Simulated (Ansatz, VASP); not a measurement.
**One calculation of Rb, two programs**

```
CELL_PARAMETERS angstrom
-2.78037 2.78037 2.39446
2.78037 -2.78037 2.39446
2.78037 2.78037 -2.39446
ATOMIC_POSITIONS crystal
Rb 0.00000 0.00000 0.00000
```

Alike in both runs: task single point; functional LDA; k mesh 14 × 14 × 14; occupations gaussian, width 0.15 eV; no spin polarisation.

|  | VASP | Ansatz |
| --- | --- | --- |
| version | VASP 6.6.1 | Ansatz 0.2.0 |
| potentials or method | VASP PAW LDA potentials, release 64 (Rb_sv), cutoff 520 eV | scalar-relativistic, plane waves, PAW |
| valence electrons in the cell | 9 | 9 |

|  | VASP | Ansatz | Ansatz less VASP |
| --- | --- | --- | --- |
| gap on the k mesh at the Fermi level (eV) | none | none | - |
| pressure (GPa) | 0.2 | 0.2 | 0.00 |
| traceless stress, the component that is largest in VASP (GPa) | 0.15 | 0.15 | -0.001 |

LDA's correlation is that of Perdew and Zunger in VASP and of Perdew and Wang (1992) in Ansatz. A gap of «none» marks a metal or a gap that the smearing closes.
